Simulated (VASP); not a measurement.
# BN: single point with PBE

Crystal: BN.

```xyz
4
Lattice="2.5541 0.0000 0.0000 -1.2770 2.2119 0.0000 0.0000 0.0000 4.2238" Properties=species:S:1:pos:R:3 pbc="T T T"
B     1.2770    0.7373    0.0007
B     0.0000    1.4746    2.1127
N     1.2770    0.7373    1.5832
N     0.0000    1.4746    3.6951
```

```yaml
Program: VASP 6.6.1
Task: single point
Functional: PBE
Potentials_or_basis: VASP PAW PBE potentials, release 64 (B, N)
Cutoff: 520 eV
k_mesh: 12 × 12 × 6
Occupations: fermi-dirac, width 0.02 eV
Spin: no spin polarisation
Dipole_correction: no
Further_INCAR_settings: ALGO = Normal; EDIFF = 1e-06; NBANDS = 16
```

The pressure is 0.4 GPa. The largest force is 0.005 eV/Å and the band gap on the k mesh is 5.21 eV, indirect (least direct gap 8.24 eV).

Forces in eV/Å, atoms in the order of the input:
```
B    0.000  0.000  0.005
B    0.000  0.000  0.005
N    0.000  0.000 -0.005
N    0.000  0.000 -0.005
```

Levels at points of the mesh, in eV from the valence-band top:
| k point | band 4 | band 5 | band 6 | band 7 | band 8 | band 9 | band 10 | band 11 | band 12 | band 13 |
| --- | --- | --- | --- | --- | --- | --- | --- | --- | --- | --- |
| (0.00, 0.00, 0.00) | -2.10 | -2.10 | -0.26 | 0.00 | 0.00 | 8.34 | 8.34 | 8.55 | 9.41 | 10.64 |
| (0.50, 0.00, 0.00) | -7.74 | -6.85 | -4.94 | -4.36 | -2.09 | 6.68 | 7.94 | 10.56 | 11.40 | 12.81 |
| (0.00, 0.00, 0.50) | -5.67 | -1.17 | -1.17 | -1.17 | -1.17 | 9.41 | 9.41 | 9.88 | 9.88 | 9.88 |
| (0.50, 0.00, 0.50) | -9.94 | -3.73 | -3.73 | -3.53 | -3.53 | 6.56 | 6.56 | 9.98 | 9.98 | 14.19 |

Wall time 17 s on 1 thread of AMD EPYC 7R43 64-Core Processor (Zen 3), on a shared host, peak memory 0.11 GiB.

A k mesh can miss the band edges.
